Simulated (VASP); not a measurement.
Write the native input for VASP 6.6.1 that does the following.

* Task: single point
* Functional: PBEsol
* Potentials or basis: VASP PAW PBE potentials, release 64 (Al, Ni)
* Cutoff: 520 eV
* k mesh: 18 × 18 × 18
* Occupations: gaussian, width 0.15 eV
* Spin: no spin polarisation
* Dipole correction: no
* Further INCAR settings: ALGO = Fast; EDIFF = 1e-06; NBANDS = 14

The structure of AlNi lies in POSCAR:

```
AlNi
1.0
    3.0248604540     -0.6049720908     -0.6049720908
   -0.6049720908      3.0248604540     -0.6049720908
   -0.6049720908     -0.6049720908      3.0248604540
Al Ni
1 1
Direct
    0.0000000000      0.0000000000      0.0000000000
    0.5000000000      0.5000000000      0.5000000000
```

This cell differs from its parent crystal: ratio of the length along [111] to the lengths across it x 0.5, volume and fractional coordinates fixed.

One way to write it, as run:

INCAR

```
SYSTEM = AlNi
ALGO     = Fast           ! electronic algorithm
EDIFF    = 1E-6           ! SCF threshold, eV
ENCUT    = 520            ! plane-wave cutoff, eV
GGA      = PS             ! functional
ISIF     = 2              ! what is computed and relaxed
ISMEAR   = 0              ! smearing method
LASPH    = .TRUE.         ! aspherical terms in the spheres
LCHARG   = .TRUE.         ! write CHGCAR
LELF     = .TRUE.         ! ELF
LREAL    = .FALSE.        ! projectors in reciprocal space
LVHAR    = .TRUE.       
LWAVE    = .FALSE.        ! write WAVECAR
NBANDS   = 14             ! bands
NELM     = 60             ! most SCF steps
PREC     = Accurate       ! precision mode
SIGMA    = 0.15           ! smearing width, eV
```

KPOINTS

```
k-points
0
G
  18 18 18
  0 0 0
```

Potentials or basis: VASP PAW PBE potentials, release 64 (Al, Ni).

Launch:

```sh
$ cat potpaw_PBE.64/Al/POTCAR potpaw_PBE.64/Ni/POTCAR > POTCAR
$ mpirun -np 1 vasp_std > vasp.out
```

It gave:

```
Pressure : 128.9 GPa
```

Caveat: the PAW data sets were made with another functional, which shifts forces and pressure a little.

Run time: 5.4 min on 1 thread of AMD EPYC 7R43 64-Core Processor (Zen 3) (shared host), peak memory 0.27 GiB.
